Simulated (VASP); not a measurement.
# HgTe (Coloradoite) (F-43m) in VASP: a series of runs

HgTe (Coloradoite) is run at these levels: PBE, PBE+D3(BJ); tasks: single point.

All numbers are computed with VASP 6.6.1; they aren't measurements. Logs are shortened: lines on timing, memory, paths and dates and some standing lists are left out, and cuts for length are marked.

**1. The cell of the first run**

Symmetry: F-43m, No. 216, cubic system. The conventional cell has a = 6.578 Å, b = 6.578 Å, c = 6.578 Å, α = 90.00°, β = 90.00°, γ = 90.00°. Within 3.8 Å of Hg (site symmetry -43m) lie 4 Te at 2.85 Å. Te (site symmetry -43m) has 4 Hg at 2.85 Å within 3.8 Å.

**2. Single point, PBE**

The input, INCAR:

```
  ALGO = Normal
  EDIFF = 1E-7
  ENCUT = 520
  GGA = PE
  ISIF = 2
  ISMEAR = -1
  LASPH = True
  LCHARG = False
  LREAL = False
  LWAVE = False
  NBANDS = 16
  NELM = 80
  PREC = Accurate
  SIGMA = 0.02
```

The input, KPOINTS:

```
k-points
0
Gamma
  4 4 4
```

The input, POSCAR:

```
HgTe
1.0
    0.0000000000      3.2891972858      3.2891972858
    3.2891972858      0.0000000000      3.2891972858
    3.2891972858      3.2891972858      0.0000000000
Hg Te
1 1
Direct
    0.0000000000      0.0000000000      0.0000000000
    0.2500000000      0.2500000000      0.2500000000
```

Potentials or basis: VASP PAW PBE potentials, release 64 (Hg, Te).

Run with:

```sh
> cat potpaw_PBE.64/Hg/POTCAR potpaw_PBE.64/Te/POTCAR > POTCAR
> mpirun -np 1 vasp_std > vasp.out
```

OUTCAR:

```text
EDIFF = 1E-7
   ENCUT = 520
   GGA = PE
   ISIF = 2
   ISMEAR = -1
   LASPH = True
   LREAL = False
   NELM = 80
   PREC = Accurate

 ion  position               nearest neighbor table
   1  0.000  0.000  0.000-   2 2.85   2 2.85   2 2.85   2 2.85
   2  0.250  0.250  0.250-   1 2.85   1 2.85   1 2.85   1 2.85

  LATTYP: Found a face centered cubic cell.
 ALAT       =     6.5783945716

  Lattice vectors:

 A1 = (   0.0000000000,   3.2891972858,   3.2891972858)
 A2 = (   3.2891972858,   0.0000000000,   3.2891972858)
 A3 = (   3.2891972858,   3.2891972858,   0.0000000000)

Analysis of symmetry for initial positions (statically):
=====================================================================
 Subroutine PRICEL returns:
 Original cell was already a primitive cell.

 Routine SETGRP: Setting up the symmetry group for a
 face centered cubic supercell.

 Subroutine GETGRP returns: Found 24 space group operations
 (whereof 24 operations were pure point group operations)
 out of a pool of 48 trial point group operations.

The static configuration has the point symmetry T_d .

Analysis of symmetry for dynamics (positions and initial velocities):
=====================================================================
 Subroutine PRICEL returns:
 Original cell was already a primitive cell.

 Routine SETGRP: Setting up the symmetry group for a
 face centered cubic supercell.

 Subroutine GETGRP returns: Found 24 space group operations
 (whereof 24 operations were pure point group operations)
 out of a pool of 48 trial point group operations.

The dynamic configuration has the point symmetry T_d .

 Subroutine INISYM returns: Found 24 space group operations
 (whereof 24 operations are pure point group operations),
 and found     1 'primitive' translations

----------------------------------------------------------------------------------------

                                     Primitive cell

  volume of cell :      71.1705

  direct lattice vectors                    reciprocal lattice vectors
     0.000000000  3.289197286  3.289197286    -0.152012773  0.152012773  0.152012773
     3.289197286  0.000000000  3.289197286     0.152012773 -0.152012773  0.152012773
     3.289197286  3.289197286  0.000000000     0.152012773  0.152012773 -0.152012773

  length of vectors
     4.651627411  4.651627411  4.651627411     0.263293846  0.263293846  0.263293846

  position of ions in fractional coordinates (direct lattice)
     0.000000000  0.000000000  0.000000000
[... 60 lines left out ...]
   NELM   =     80;   NELMIN=  2; NELMDL= -5     # of ELM steps
   EDIFF  = 0.1E-06   stopping-criterion for ELM
   LREAL  =      F    real-space projection
   EDIFFG = 0.1E-05   stopping-criterion for IOM
   NSW    =      0    number of steps for IOM
   IBRION =     -1    ionic relax: 0-MD 1-quasi-New 2-CG
   NFREE  =      0    steps in history (QN), initial steepest desc. (CG)
   ISIF   =      2    stress and relaxation
   ISYM   =      2    0-nonsym 1-usesym 2-fastsym
   POTIM  = 0.5000    time-step for ionic-motion
   TEBEG  =    0.0;   TEEND  =   0.0 temperature during run
   PSTRESS=    0.0 pullay stress
   NELECT =      18.0000    total number of electrons
   NUPDOWN=      -1.0000    fix difference up-down
   EMIN   =  10.00;   EMAX   =-10.00  energy-range for DOS
   EFERMI =   0.00;   METHOD = LEGACY
   ISMEAR =    -1;   SIGMA  =   0.02  broadening in eV -4-tet -1-fermi 0-gaus
   EFERMI_NEDOS =   21; number of points for ismear=-14 and -15
   IALGO  =     38    algorithm
   IMIX   =      4    mixing-type and parameters
     AMIX     =   0.40;   BMIX     =  1.00
     AMIX_MAG =   1.60;   BMIX_MAG =  1.00
  volume/ion in A,a.u.               =      35.59       240.14
  Fermi-wavevector in a.u.,A,eV,Ry     =   1.035299  1.956431 14.583320  1.071844
  Thomas-Fermi vector in A             =   2.169635
   LORBIT       =      0    0 simple, 1 ext, 2 COOP (PROOUT), +10 PAW based schemes
   GGA     = PE    functional components
   LHFCALC =     F    Hartree Fock is set to
   AEXX    =    0.0000 exact exchange contribution
   IVDW    =     0    specifies the selected vdW correction
   LEPSILON=     F    determine dielectric tensor
   LRPA    =     F    only Hartree local field effects (RPA)
 non-spin polarized calculation
  energy-cutoff  :      520.00
  volume of cell :       71.17
 maximum number of plane-waves:      1924
 NGX is ok and might be reduce to    36
   NGX = 17   NGY = 17   NGZ = 17

 number of electron      18.0000001 magnetization

 Free energy of the ion-electron system (eV)
  ---------------------------------------------------
  ext. energy  EPLUGINS =         0.00000000
  ---------------------------------------------------
  free energy    TOTEN  =        -3.55811010 eV

  energy without entropy =       -3.55691663  energy(sigma->0) =       -3.55751337

 E-fermi :   2.5961     XC(G=0):  -8.4891

 val. band max:        2.5822333440   @ k =   0.0000   0.0000   0.0000
 cond. band min:       3.2746228428   @ k =   0.5000   0.0000   0.0000
 fundamental gap:      0.6923894988
 Fermi energy:         2.5960962670

 k-point     1 :       0.0000    0.0000    0.0000
  band No.  band energies     occupation
      1      -9.0353      2.00000
      2      -4.5014      2.00000
      3      -4.5014      2.00000
      4      -4.5014      2.00000
      5      -4.0372      2.00000
      6      -4.0372      2.00000
[... 129 lines left out ...]
      3      -4.2662      2.00000
      4      -4.0818      2.00000
      5      -4.0633      2.00000
      6      -3.4989      2.00000
[... 8 lines left out ...]
     15      13.4326      0.00000
     16      13.5378      0.00000

------------------------ aborting loop because EDIFF is reached ----------------------------------------

  FORCE on cell =-STRESS in cart. coord.  units (eV):
  Direction    XX          YY          ZZ          XY          YZ          ZX
  --------------------------------------------------------------------------------------
  -------------------------------------------------------------------------------------
  Total        0.7471841      0.7471841      0.7471841      0.0000000     -0.0000000      0.0000000
  in kB       16.8204827     16.8204827     16.8204827      0.0000000     -0.0000000      0.0000000
  external PRESSURE =      16.8204827 kB  Pullay stress =       0.0000000 kB

 VOLUME and BASIS-vectors are now :
 -----------------------------------------------------------------------------
  energy-cutoff  :      520.00
  volume of cell :       71.17
      direct lattice vectors                 reciprocal lattice vectors
     0.000000000  3.289197286  3.289197286    -0.152012773  0.152012773  0.152012773
     3.289197286  0.000000000  3.289197286     0.152012773 -0.152012773  0.152012773
     3.289197286  3.289197286  0.000000000     0.152012773  0.152012773 -0.152012773

 POSITION                                       TOTAL-FORCE (eV/Angst)
 -----------------------------------------------------------------------------------
      0.00000      0.00000      0.00000         0.000000      0.000000      0.000000
      1.64460      1.64460      1.64460        -0.000000     -0.000000     -0.000000
 -----------------------------------------------------------------------------------
    total drift:                               -0.000000     -0.000000     -0.000000

  FREE ENERGIE OF THE ION-ELECTRON SYSTEM (eV)
  ---------------------------------------------------
  free  energy   TOTEN  =        -3.5581100984 eV

  energy  without entropy=       -3.5569166343  energy(sigma->0) =       -3.55751337
```

OSZICAR:

```text
N       E                     dE             d eps       ncg     rms          rms(c)
DAV:   1     0.100552189626E+03    0.10055E+03   -0.81934E+03   264   0.975E+02
DAV:   2    -0.364588173646E+00   -0.10092E+03   -0.95635E+02   320   0.223E+02
DAV:   3    -0.373982761253E+01   -0.33752E+01   -0.33698E+01   320   0.419E+01
DAV:   4    -0.377340878743E+01   -0.33581E-01   -0.33580E-01   384   0.367E+00
DAV:   5    -0.377348881571E+01   -0.80028E-04   -0.80028E-04   312   0.172E-01    0.683E+00
DAV:   6    -0.356548706693E+01    0.20800E+00   -0.41350E-01   304   0.822E+00    0.544E+00
DAV:   7    -0.355832702417E+01    0.71600E-02   -0.97913E-02   312   0.207E+00    0.214E+00
DAV:   8    -0.355798250335E+01    0.34452E-03   -0.10098E-02   288   0.112E+00    0.468E-01
DAV:   9    -0.355805284219E+01   -0.70339E-04   -0.78869E-04   296   0.320E-01    0.104E-01
DAV:  10    -0.355809210541E+01   -0.39263E-04   -0.98359E-05   288   0.866E-02    0.443E-02
DAV:  11    -0.355811130029E+01   -0.19195E-04   -0.34725E-05   288   0.397E-02    0.262E-02
DAV:  12    -0.355811012431E+01    0.11760E-05   -0.38635E-06   320   0.131E-02    0.173E-02
DAV:  13    -0.355811009840E+01    0.25905E-07   -0.40825E-07   304   0.322E-03
   1 F= -.35581101E+01 E0= -.35575134E+01  d E =-.119346E-02
```

stdout:

```text
POSCAR found type information on POSCAR HgTe
 POSCAR found :  2 types and       2 ions
 scaLAPACK will be used
 LDA part: xc-table for (Slater+PW92), standard interpolation
 POSCAR, INCAR and KPOINTS ok, starting setup
 FFT: planning ... GRIDC
 FFT: planning ... GRID_SOFT
 FFT: planning ... GRID
 WAVECAR not read
 entering main loop
```

It took 26 s on 1 thread of AMD EPYC 7R13, shared host; peak memory 0.17 GiB.

Results:

```yaml
Free_energy: -3.5581 eV
Pressure: 1.7 GPa
Band_gap_on_the_k_mesh: zero (filled and empty bands touch)
```

Caveat: the k points lie up to 0.41 Å⁻¹ apart; spin-orbit coupling is left out, which moves the levels of the heavy elements.

**3. Single point, PBE+D3(BJ)**

The input, INCAR:

```
SYSTEM = HgTe
ALGO = Normal
EDIFF = 1E-6
ENCUT = 520
GGA = PE
ISIF = 2
ISMEAR = -1
IVDW = 12
LASPH = .True.
LCHARG = .False.
LREAL = .False.
LWAVE = .False.
NBANDS = 16
NELM = 100
PREC = Accurate
SIGMA = 0.02
```

The input, KPOINTS:

```
k-points
0
Gamma
  4 4 4
  0 0 0
```

POSCAR is that of step 2.

Potentials or basis: VASP PAW PBE potentials, release 64 (Hg, Te).

Run with:

```sh
> cat potpaw_PBE.64/Hg/POTCAR potpaw_PBE.64/Te/POTCAR > POTCAR
> mpirun -np 1 vasp_std > vasp.out
```

OUTCAR:

```text
SYSTEM = HgTe
   EDIFF = 1E-6
   ENCUT = 520
   GGA = PE
   ISIF = 2
   ISMEAR = -1
   IVDW = 12
   LASPH = .True.
   LREAL = .False.
   NELM = 100
   PREC = Accurate
 IVDW          = 12

 ion  position               nearest neighbor table
   1  0.000  0.000  0.000-   2 2.85   2 2.85   2 2.85   2 2.85
   2  0.250  0.250  0.250-   1 2.85   1 2.85   1 2.85   1 2.85

  LATTYP: Found a face centered cubic cell.
 ALAT       =     6.5783945716

  Lattice vectors:

[... 320 lines left out ...]
------------------------ aborting loop because EDIFF is reached ----------------------------------------

 Edisp (eV)   -0.67733

 E8    (eV) :    -0.3065

  FORCE on cell =-STRESS in cart. coord.  units (eV):
  Direction    XX          YY          ZZ          XY          YZ          ZX
  --------------------------------------------------------------------------------------
  -------------------------------------------------------------------------------------
  Total      -0.05022    -0.05022    -0.05022    -0.00000     0.00000    -0.00000
  in kB      -1.13054    -1.13054    -1.13054    -0.00000     0.00000    -0.00000
  external pressure =       -1.13 kB  Pullay stress =        0.00 kB

 VOLUME and BASIS-vectors are now :
 -----------------------------------------------------------------------------
  energy-cutoff  :      520.00
  volume of cell :       71.17
      direct lattice vectors                 reciprocal lattice vectors
     0.000000000  3.289197286  3.289197286    -0.152012773  0.152012773  0.152012773
     3.289197286  0.000000000  3.289197286     0.152012773 -0.152012773  0.152012773
     3.289197286  3.289197286  0.000000000     0.152012773  0.152012773 -0.152012773

 POSITION                                       TOTAL-FORCE (eV/Angst)
 -----------------------------------------------------------------------------------
      0.00000      0.00000      0.00000         0.000000      0.000000      0.000000
      1.64460      1.64460      1.64460        -0.000000     -0.000000     -0.000000
 -----------------------------------------------------------------------------------
    total drift:                               -0.000000     -0.000000     -0.000000

  FREE ENERGIE OF THE ION-ELECTRON SYSTEM (eV)
  ---------------------------------------------------
  free  energy   TOTEN  =        -4.2354387400 eV

  energy  without entropy=       -4.2342452760  energy(sigma->0) =       -4.23484201
```

Wall time 26 s (1 thread of AMD EPYC 7R13, shared host); peak memory 0.18 GiB.

Results:

| Quantity | Value |
| --- | --- |
| Free energy | -4.2354 eV |
| Pressure | -0.1 GPa |
| Band gap on the k mesh | zero (filled and empty bands touch) |
| Dispersion energy per atom | -0.339 eV |

Caveat: the k points lie up to 0.41 Å⁻¹ apart; spin-orbit coupling is left out, which moves the levels of the heavy elements; pairwise dispersion overbinds metals, which lowers pressure and volume.

**4. Single point, PBE**

The input, INCAR:

```
SYSTEM = HgTe
ALGO     = Normal         ! electronic algorithm
EDIFF    = 1E-7           ! SCF threshold, eV
ENCUT    = 520            ! plane-wave cutoff, eV
GGA      = PE             ! functional
ISIF     = 2              ! what is computed and relaxed
ISMEAR   = -1             ! smearing method
LASPH    = .TRUE.         ! aspherical terms in the spheres
LCHARG   = .FALSE.        ! write CHGCAR
LREAL    = .FALSE.        ! projectors in reciprocal space
LWAVE    = .FALSE.        ! write WAVECAR
NBANDS   = 16             ! bands
NELM     = 100            ! most SCF steps
PREC     = Accurate       ! precision mode
SIGMA    = 0.02           ! smearing width, eV
```

The input, KPOINTS:

```
k-points
0
G
  4 4 4
  0 0 0
```

POSCAR is that of step 3.

Run with:

```sh
> cat potpaw_PBE.64/Hg/POTCAR potpaw_PBE.64/Te/POTCAR > POTCAR
> mpirun -np 1 vasp_std > vasp.out
```

Run time: 29 s. Hardware: 1 thread of AMD EPYC 7R13, shared host; peak memory 0.17 GiB.

It converged, with:

```
Free energy            : -3.5581 eV
Pressure               : 1.7 GPa
Band gap on the k mesh : zero (filled and empty bands touch)
```

Levels at points of the mesh, in eV from the Fermi level:
| k point | band 7 | band 8 | band 9 | band 10 | band 11 | band 12 |
| --- | --- | --- | --- | --- | --- | --- |
| (0.00, 0.00, 0.00) | -0.88 | -0.01 | -0.01 | -0.01 | 4.29 | 4.29 |
| (0.50, 0.00, 0.00) | -5.18 | -0.90 | -0.90 | 0.68 | 5.05 | 5.05 |
| (0.50, 0.50, 0.00) | -5.18 | -2.07 | -2.07 | 1.89 | 2.60 | 8.03 |

Caveat: the k points lie up to 0.41 Å⁻¹ apart; spin-orbit coupling is left out, which moves the levels of the heavy elements.

**5. Single point, PBE**

The input, INCAR:

```
ALGO     = Normal         # electronic algorithm
EDIFF    = 1E-7           # SCF threshold, eV
ENCUT    = 520            # plane-wave cutoff, eV
GGA      = PE             # functional
ISIF     = 2              # what is computed and relaxed
ISMEAR   = 1              # smearing method
LASPH    = True           # aspherical terms in the spheres
LCHARG   = False          # write CHGCAR
LREAL    = False          # projectors in reciprocal space
LWAVE    = False          # write WAVECAR
NBANDS   = 16             # bands
NELM     = 80             # most SCF steps
PREC     = Accurate       # precision mode
SIGMA    = 0.5            # smearing width, eV
```

The input, KPOINTS:

```
k-points
0
Gamma
  4 4 4
```

POSCAR is that of step 4.

Run with:

```sh
> cat potpaw_PBE.64/Hg/POTCAR potpaw_PBE.64/Te/POTCAR > POTCAR
> mpirun -np 1 vasp_std > vasp.out
```

It took 29 s on 1 thread of AMD EPYC 7R13, shared host; peak memory 0.17 GiB.

The run converged. Its results:

| Quantity | Value |
| --- | --- |
| Free energy | -3.5534 eV |
| Pressure | 1.6 GPa |
| Band gap on the k mesh | zero (filled and empty bands touch) |

Levels at points of the mesh, in eV from the Fermi level:
```tsv
k point	band 5	band 6	band 7	band 8	band 9	band 10	band 11	band 12	band 13	band 14
(0.00, 0.00, 0.00)	-6.64	-6.64	-0.88	-0.02	-0.02	-0.02	4.28	4.28	4.28	6.48
(0.50, 0.00, 0.00)	-6.62	-6.37	-5.18	-0.91	-0.91	0.67	5.05	5.05	6.82	7.79
(0.50, 0.50, 0.00)	-6.59	-6.24	-5.19	-2.08	-2.08	1.89	2.59	8.02	8.61	8.61
```

Caveat: the k points lie up to 0.41 Å⁻¹ apart; spin-orbit coupling is left out, which moves the levels of the heavy elements.

**6. Single point, PBE, collinear spin, zero start**

The input, INCAR:

```
  ALGO = Normal
  EDIFF = 1E-6
  ENCUT = 520
  GGA = PE
  ISIF = 2
  ISMEAR = -1
  ISPIN = 2
  LASPH = True
  LCHARG = True
  LELF = True
  LORBIT = 11
  LREAL = False
  LVHAR = True
  LWAVE = False
  MAGMOM = 0 0
  NBANDS = 20
  NELM = 150
  PREC = Accurate
  SIGMA = 0.02
```

KPOINTS is that of step 5.

POSCAR is that of step 5.

Potentials or basis: VASP PAW PBE potentials, release 64 (Hg, Te).

Run with:

```sh
> cat potpaw_PBE.64/Hg/POTCAR potpaw_PBE.64/Te/POTCAR > POTCAR
> mpirun -np 1 vasp_std > vasp.out
```

Run time: 54 s. Hardware: 1 thread of AMD EPYC 7R13, shared host; peak memory 0.21 GiB.

The run converged. Its results:

| Quantity | Value |
| --- | --- |
| Free energy | -3.5581 eV |
| Pressure | 1.7 GPa |
| Band gap on the k mesh | zero (filled and empty bands touch) |
| Net moment | 0.00 μB per cell |
| Valence electrons inside the program's atomic spheres | Hg 10.48; Te 3.37 |

Levels at points of the mesh, in eV from the Fermi level:
Spin up:
```csv
k point,band 5,band 6,band 7,band 8,band 9,band 10,band 11,band 12,band 13,band 14
"(0.00, 0.00, 0.00)",-6.63,-6.63,-0.88,-0.01,-0.01,-0.01,4.29,4.29,4.29,6.49
"(0.50, 0.00, 0.00)",-6.61,-6.36,-5.18,-0.90,-0.90,0.68,5.05,5.05,6.82,7.79
"(0.50, 0.50, 0.00)",-6.58,-6.23,-5.18,-2.07,-2.07,1.89,2.60,8.03,8.62,8.62
```
Spin down:
```
           k point  band 6  band 7  band 8  band 9  band 10  band 11  band 12  band 13
(0.00, 0.00, 0.00)   -6.63   -0.88   -0.01   -0.01    -0.01     4.29     4.29     4.29
(0.50, 0.00, 0.00)   -6.36   -5.18   -0.90   -0.90     0.68     5.05     5.05     6.82
(0.50, 0.50, 0.00)   -6.23   -5.18   -2.07   -2.07     1.89     2.60     8.03     8.62
```

Caveat: the k points lie up to 0.41 Å⁻¹ apart; spin-orbit coupling is left out, which moves the levels of the heavy elements.

**7. The runs side by side**

| level | spin | smearing | gap on the mesh (eV) | pressure (GPa) |
| --- | --- | --- | --- | --- |
| PBE | off | fermi-dirac 0.02 eV | none | 1.7 |
| PBE+D3(BJ) | off | fermi-dirac 0.02 eV | none | -0.1 |
| PBE | off | methfessel-paxton 0.5 eV | none | 1.6 |
| PBE | collinear, zero start | fermi-dirac 0.02 eV | none | 1.7 |

Alike in all rows: task single point; potentials or basis VASP PAW PBE potentials, release 64 (Hg, Te); cell as given; k mesh 4 × 4 × 4; cutoff (eV) 520.

Caveats: all runs use coarse meshes; spin-orbit coupling is left out, which moves the levels of the heavy elements; pairwise dispersion overbinds metals, which lowers pressure and volume (some runs).

Total energies depend on the potentials used, so only differences within one code and one set of settings carry meaning.
